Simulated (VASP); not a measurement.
# K3Mg4F12 (a cell with a defect) in VASP: notebook

Runs on K3Mg4F12 (a cell with a defect). Level: PBEsol. Tasks: single point.

Program: VASP 6.6.1. These are calculated values, not measurements. Logs are shortened: lines on timing, memory, paths and dates and some standing lists are left out, and cuts for length are marked.

## (1) The cell of the first run

The cell holds a defect, 19 atoms: a = 6.912 Å, b = 6.912 Å, c = 6.912 Å, α = 109.47°, β = 109.47°, γ = 109.47°.

## (2) Single point, PBEsol

INCAR reads:

```
PREC = Accurate
ENCUT = 520
EDIFF = 1E-7
ISMEAR = 0
SIGMA = 0.05
LREAL = Auto
LASPH = T
NELM = 100
ALGO = Normal
ISIF = 2
LWAVE = F
LCHARG = F
GGA = PS
NBANDS = 74
NELECT = 120.0
```

KPOINTS reads:

```
Automatic mesh
0
Gamma
  4 4 4
```

POSCAR reads:

```
K3Mg4F12
1.0
   -3.9908822801      3.9908822801      3.9908822801
    3.9908822801     -3.9908822801      3.9908822801
    3.9908822801      3.9908822801     -3.9908822801
K Mg F
3 4 12
Direct
   -0.3157819278     -0.3157819278      0.4999999649
   -0.0010349842      0.4989649807      0.0000000000
    0.4989649807     -0.0010349842      0.0000000000
    0.4873612809      0.4873612809     -0.0258885110
    0.0132497018      0.0132497018      0.0258885110
    0.0132497018      0.4873611556      0.4999999649
    0.4873611556      0.0132497018      0.4999999649
    0.4697774498      0.7528691124      0.2169083023
   -0.0011472401      0.2476046475      0.2512480774
    0.0359608452      0.7528691124      0.7830916275
    0.4963565350      0.2476046475      0.7487518524
    0.7528691124      0.4697774498      0.2169083023
    0.2476046475     -0.0011472401      0.2512480774
    0.2476046475      0.4963565350      0.7487518524
    0.7528691124      0.0359608452      0.7830916275
    0.2548234773      0.7462939999      0.4999999649
    0.7462939999      0.2548234773      0.4999999649
    0.7462939999      0.7462939999     -0.0085294423
    0.2548234773      0.2548234773      0.0085294423
```

Potentials or basis: VASP PAW PBE potentials, release 64 (K_sv, Mg, F).

Command:

```bash
$ cat potpaw_PBE.64/K_sv/POTCAR potpaw_PBE.64/Mg/POTCAR potpaw_PBE.64/F/POTCAR > POTCAR
$ mpirun -np 1 vasp_std > vasp.out
```

OUTCAR:

```text
PREC = Accurate
   ENCUT = 520
   EDIFF = 1E-7
   ISMEAR = 0
   LREAL = Auto
   LASPH = T
   NELM = 100
   ISIF = 2
   GGA = PS
   NELECT = 120.0

 ion  position               nearest neighbor table
   1  0.684  0.684  0.500-   8 2.33  12 2.33  10 2.33  15 2.33   4 3.01   5 3.01   7 3.01   6 3.01

   2  0.999  0.499  0.000-  15 2.62  12 2.62   8 2.67  10 2.67  13 2.82  14 2.82  16 2.82  19 2.82
                            18 2.82  17 2.82   9 2.84  11 2.84   4 3.45   5 3.45   6 3.45   7 3.45
   3  0.499  0.999  0.000-  10 2.62   8 2.62  12 2.67  15 2.67   9 2.82  11 2.82  17 2.82  19 2.82
                            18 2.82  16 2.82  13 2.84  14 2.84   4 3.45   5 3.45   7 3.45   6 3.45
   4  0.487  0.487  0.974-  11 1.89  14 1.89  18 2.00  19 2.00  12 2.11   8 2.11   1 3.01   3 3.45
                             2 3.45   2 3.47   3 3.47
   5  0.013  0.013  0.026-   9 1.89  13 1.89  19 2.00  18 2.00  10 2.11  15 2.11   1 3.01   3 3.45
                             2 3.45   2 3.47   3 3.47
   6  0.013  0.487  0.500-   9 1.89  14 1.89  16 2.00  17 2.00  10 2.11  12 2.11   1 3.01   2 3.45
                             3 3.45   3 3.47   2 3.47
   7  0.487  0.013  0.500-  13 1.89  11 1.89  17 2.00  16 2.00  15 2.11   8 2.11   1 3.01   3 3.45
                             2 3.45   2 3.47   3 3.47
   8  0.470  0.753  0.217-   4 2.11   7 2.11   1 2.33   3 2.62   2 2.67
   9  0.999  0.248  0.251-   6 1.89   5 1.89   3 2.82   2 2.84
  10  0.036  0.753  0.783-   6 2.11   5 2.11   1 2.33   3 2.62   2 2.67
  11  0.496  0.248  0.749-   7 1.89   4 1.89   3 2.82   2 2.84
  12  0.753  0.470  0.217-   4 2.11   6 2.11   1 2.33   2 2.62   3 2.67
  13  0.248  0.999  0.251-   7 1.89   5 1.89   2 2.82   3 2.84
  14  0.248  0.496  0.749-   6 1.89   4 1.89   2 2.82   3 2.84
  15  0.753  0.036  0.783-   7 2.11   5 2.11   1 2.33   2 2.62   3 2.67
  16  0.255  0.746  0.500-   6 2.00   7 2.00   2 2.82   3 2.82
  17  0.746  0.255  0.500-   7 2.00   6 2.00   3 2.82   2 2.82
  18  0.746  0.746  0.991-   4 2.00   5 2.00   2 2.82   3 2.82
  19  0.255  0.255  0.009-   5 2.00   4 2.00   2 2.82   3 2.82

  LATTYP: Found a body centered cubic cell.
 ALAT       =     7.9817645602

  Lattice vectors:

 A1 = (  -3.9908822801,   3.9908822801,   3.9908822801)
 A2 = (   3.9908822801,  -3.9908822801,   3.9908822801)
 A3 = (   3.9908822801,   3.9908822801,  -3.9908822801)

Analysis of symmetry for initial positions (statically):
=====================================================================
 Subroutine PRICEL returns:
 Original cell was already a primitive cell.

 Routine SETGRP: Setting up the symmetry group for a
 body centered cubic supercell.

 Subroutine GETGRP returns: Found  8 space group operations
 (whereof  2 operations were pure point group operations)
 out of a pool of 48 trial point group operations.

The static configuration has the point symmetry C_1h.
 The point group associated with its full space group is C_4v.

Analysis of symmetry for dynamics (positions and initial velocities):
=====================================================================
 Subroutine PRICEL returns:
 Original cell was already a primitive cell.

 Routine SETGRP: Setting up the symmetry group for a
 body centered cubic supercell.

 Subroutine GETGRP returns: Found  8 space group operations
 (whereof  2 operations were pure point group operations)
 out of a pool of 48 trial point group operations.

The dynamic configuration has the point symmetry C_1h.
 The point group associated with its full space group is C_4v.

 Subroutine INISYM returns: Found  8 space group operations
 (whereof  2 operations are pure point group operations),
 and found     1 'primitive' translations

----------------------------------------------------------------------------------------

                                     Primitive cell

  volume of cell :     254.2534

  direct lattice vectors                    reciprocal lattice vectors
    -3.990882280  3.990882280  3.990882280     0.000000000  0.125285580  0.125285580
     3.990882280 -3.990882280  3.990882280     0.125285580  0.000000000  0.125285580
     3.990882280  3.990882280 -3.990882280     0.125285580  0.125285580  0.000000000

  length of vectors
     6.912410876  6.912410876  6.912410876     0.177180566  0.177180566  0.177180566

  position of ions in fractional coordinates (direct lattice)
     0.684218072  0.684218072  0.499999965
     0.998965016  0.498964981  0.000000000
     0.498964981  0.998965016  0.000000000
     0.487361281  0.487361281  0.974111489
     0.013249702  0.013249702  0.025888511
[... 50 lines left out ...]
     0.031321395  0.031321395  0.000000000     0.000000000  0.000000000  0.250000000

  Length of vectors
     0.044295141  0.044295141  0.044295141

  Shift w.r.t. Gamma in fractional coordinates (k-lattice)
     0.000000000  0.000000000  0.000000000

 Subroutine IBZKPT returns following result:
 ===========================================

 Found     13 irreducible k-points:

 Following reciprocal coordinates:
            Coordinates               Weight
  0.000000  0.000000  0.000000      1.000000
  0.250000  0.000000  0.000000      8.000000
  0.000000  0.000000  0.250000      4.000000
  0.500000  0.000000  0.000000      4.000000
  0.000000  0.000000  0.500000      2.000000
  0.250000  0.250000  0.000000      8.000000
  0.000000  0.250000  0.250000     16.000000
  0.250000  0.250000  0.250000      2.000000
 -0.250000  0.250000  0.250000      4.000000
  0.250000  0.250000 -0.250000      2.000000
  0.500000  0.500000  0.250000      4.000000
  0.250000  0.500000  0.500000      8.000000
  0.500000  0.500000  0.500000      1.000000
   k-points           NKPTS =     13   k-points in BZ     NKDIM =     13   number of bands    NBANDS=     74
   number of dos      NEDOS =    301   number of ions     NIONS =     19
   total plane-waves  NPLWV = 157464
   dimension x,y,z NGX =    54 NGY =   54 NGZ =   54
   dimension x,y,z NGXF=   108 NGYF=  108 NGZF=  108
   ions per type =               3   4  12
   NGX,Y,Z   is equivalent  to a cutoff of  12.99, 12.99, 12.99 a.u.
   NGXF,Y,Z  is equivalent  to a cutoff of  25.97, 25.97, 25.97 a.u.
 SYSTEM =  unknown system
   PREC   = accura    normal or accurate (medium, high low for compatibility)
   ISTART =      0    job   : 0-new  1-cont  2-samecut
   ICHARG =      2    charge: 1-file 2-atom 10-const
   ISPIN  =      1    spin polarized calculation?
   LNONCOLLINEAR =      F non collinear calculations
   LSORBIT =      F    spin-orbit coupling
   LASPH  =      T    aspherical Exc in radial PAW
   ENCUT  =  520.0 eV  38.22 Ry    6.18 a.u.  12.85 12.85 12.85*2*pi/ulx,y,z
   NELM   =    100;   NELMIN=  2; NELMDL= -5     # of ELM steps
   EDIFF  = 0.1E-06   stopping-criterion for ELM
   LREAL  =      T    real-space projection
   EDIFFG = 0.1E-05   stopping-criterion for IOM
   NSW    =      0    number of steps for IOM
   IBRION =     -1    ionic relax: 0-MD 1-quasi-New 2-CG
   NFREE  =      0    steps in history (QN), initial steepest desc. (CG)
   ISIF   =      2    stress and relaxation
   ISYM   =      2    0-nonsym 1-usesym 2-fastsym
   POTIM  = 0.5000    time-step for ionic-motion
   TEBEG  =    0.0;   TEEND  =   0.0 temperature during run
   PSTRESS=    0.0 pullay stress
   NELECT =     120.0000    total number of electrons
   NUPDOWN=      -1.0000    fix difference up-down
   EMIN   =  10.00;   EMAX   =-10.00  energy-range for DOS
   EFERMI =   0.00;   METHOD = LEGACY
   ISMEAR =     0;   SIGMA  =   0.05  broadening in eV -4-tet -1-fermi 0-gaus
   EFERMI_NEDOS =   21; number of points for ismear=-14 and -15
   IALGO  =     38    algorithm
   IMIX   =      4    mixing-type and parameters
     AMIX     =   0.40;   BMIX     =  1.00
     AMIX_MAG =   1.60;   BMIX_MAG =  1.00
  volume/ion in A,a.u.               =      13.38        90.30
  Fermi-wavevector in a.u.,A,eV,Ry     =   1.274617  2.408677 22.104681  1.624648
  Thomas-Fermi vector in A             =   2.407375
   LORBIT       =      0    0 simple, 1 ext, 2 COOP (PROOUT), +10 PAW based schemes
   GGA     = PS    functional components
   LHFCALC =     F    Hartree Fock is set to
   AEXX    =    0.0000 exact exchange contribution
   IVDW    =     0    specifies the selected vdW correction
   LEPSILON=     F    determine dielectric tensor
   LRPA    =     F    only Hartree local field effects (RPA)
 non-spin polarized calculation
 Gauss-broadening in eV      SIGMA  =   0.05
  energy-cutoff  :      520.00
  volume of cell :      254.25
 maximum number of plane-waves:      6866
 NGX is ok and might be reduce to    54
   NGX = 25   NGY = 25   NGZ = 25

 number of electron     120.0000028 magnetization

 Free energy of the ion-electron system (eV)
  ---------------------------------------------------
  ext. energy  EPLUGINS =         0.00000000
  ---------------------------------------------------
  free energy    TOTEN  =       -93.89373567 eV

  energy without entropy =      -93.89373567  energy(sigma->0) =      -93.89373567

 E-fermi :  -1.8330     XC(G=0):  -9.4007

 val. band max:       -2.1284569649   @ k =   0.0000   0.0000   0.0000
 cond. band min:       4.5987976371   @ k =   0.0000   0.0000   0.0000
 fundamental gap:      6.7272546019
 Fermi energy:        -1.8330075656

 k-point     1 :       0.0000    0.0000    0.0000
  band No.  band energies     occupation
      1     -28.1322      2.00000
      2     -27.5905      2.00000
      3     -27.5580      2.00000
      4     -22.2308      2.00000
      5     -22.0155      2.00000
      6     -22.0030      2.00000
[... 964 lines left out ...]
     71       9.5351      0.00000
     72       9.5351      0.00000
 [bands above 72 left out]

------------------------ aborting loop because EDIFF is reached ----------------------------------------

  FORCE on cell =-STRESS in cart. coord.  units (eV):
  Direction    XX          YY          ZZ          XY          YZ          ZX
  --------------------------------------------------------------------------------------
  -------------------------------------------------------------------------------------
  Total       12.2168097     12.2168097      2.7932266      0.0000000      0.0000000     -0.0000000
  in kB       76.9842083     76.9842083     17.6015132      0.0000000      0.0000000     -0.0000000
  external PRESSURE =      57.1899766 kB  Pullay stress =       0.0000000 kB

 VOLUME and BASIS-vectors are now :
 -----------------------------------------------------------------------------
  energy-cutoff  :      520.00
  volume of cell :      254.25
      direct lattice vectors                 reciprocal lattice vectors
    -3.990882280  3.990882280  3.990882280     0.000000000  0.125285580  0.125285580
     3.990882280 -3.990882280  3.990882280     0.125285580  0.000000000  0.125285580
     3.990882280  3.990882280 -3.990882280     0.125285580  0.125285580  0.000000000

 POSITION                                       TOTAL-FORCE (eV/Angst)
 -----------------------------------------------------------------------------------
      1.99544      1.99544      3.46583         0.000000      0.000000     -1.457653
     -1.99544      1.99544      5.97806        -0.000000      0.000000      0.059952
      1.99544     -1.99544      5.97806         0.000000      0.000000      0.059952
      3.88756      3.88756      0.00244         0.022055      0.022055      0.083606
      0.10332      0.10332      0.00244        -0.022055     -0.022055      0.083606
      3.88756      0.10332      0.00244         0.022055     -0.022055      0.083606
[... 11 lines left out ...]
      3.95684      3.95684      1.99990        -0.092268     -0.092268      0.084313
      0.03404      0.03404      1.99990         0.092268      0.092268      0.084313
 -----------------------------------------------------------------------------------
    total drift:                                0.001415      0.001415     -0.012428

  FREE ENERGIE OF THE ION-ELECTRON SYSTEM (eV)
  ---------------------------------------------------
  free  energy   TOTEN  =       -93.8937356740 eV

  energy  without entropy=      -93.8937356740  energy(sigma->0) =      -93.89373567
```

It took 4.7 min on 1 thread of Intel Xeon 6975P-C (Granite Rapids), shared host; peak memory 0.47 GiB.

What came out:

| Item | Value |
| --- | --- |
| Free energy | -93.8937 eV |
| Largest force | 1.458 eV/Å |

Forces on the atoms (eV/Å):
```
K    0.000  0.000 -1.458
K    0.000  0.000  0.060
K    0.000  0.000  0.060
Mg   0.022  0.022  0.084
Mg  -0.022 -0.022  0.084
Mg   0.022 -0.022  0.084
Mg  -0.022  0.022  0.084
F    0.000  0.066  0.148
F    0.000 -0.007  0.018
F    0.000 -0.066  0.148
F    0.000  0.007  0.018
F    0.066  0.000  0.148
F   -0.007  0.000  0.018
F    0.007  0.000  0.018
F   -0.066  0.000  0.148
F   -0.092  0.092  0.084
F    0.092 -0.092  0.084
F   -0.092 -0.092  0.084
F    0.092  0.092  0.084
```

Levels at points of the mesh, in eV from the Fermi level:
```tsv
k point	band 57	band 58	band 59	band 60	band 61	band 62	band 63	band 64
(0.00, 0.00, 0.00)	-0.63	-0.41	-0.35	-0.30	6.43	9.73	10.08	10.16
(0.50, 0.00, 0.00)	-0.62	-0.61	-0.54	-0.36	7.94	8.28	9.67	9.85
(0.00, 0.00, 0.50)	-0.53	-0.53	-0.49	-0.47	7.81	8.50	9.70	9.70
(0.50, 0.50, 0.50)	-0.69	-0.37	-0.31	-0.31	8.49	9.15	9.45	9.45
```

Caveat: the cell carries a net charge on a neutralising background, which shifts energy and pressure; the cell is charged against a uniform background, so pressure and absolute levels hang on convention; the PAW data sets were made with another functional, which shifts forces and pressure a little.

[end of part 1 of 2]
